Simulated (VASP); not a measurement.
A run of VASP 6.6.1 is set up as follows.

File INCAR:

```
SYSTEM = Rh
  PREC = Accurate
  ENCUT = 520
  EDIFF = 1E-7
  ISMEAR = -1
  SIGMA = 0.08
  LREAL = .FALSE.
  LASPH = .TRUE.
  NELM = 80
  ALGO = Normal
  ISIF = 2
  LWAVE = .FALSE.
  LCHARG = .FALSE.
  GGA = PS
  NBANDS = 14
```

KPOINTS

```
Automatic mesh
0
G
  16 16 16
  0 0 0
```

The input POSCAR:

```
Rh
1.0
    0.0000000000      1.8627319650      1.8627319650
    1.8627319650      0.0000000000      1.8627319650
    1.8627319650      1.8627319650      0.0000000000
Rh
1
Direct
    0.0000000000      0.0000000000      0.0000000000
```

Potentials or basis: VASP PAW PBE potentials, release 64 (Rh_pv).

Launch:

```console
$ cat potpaw_PBE.64/Rh_pv/POTCAR > POTCAR
$ mpirun -np 1 vasp_std > vasp.out
```

(1) Predict the pressure.

## Answers

(1) 14.6 GPa.

Caveat: the PAW data sets were made with another functional, which shifts forces and pressure a little.
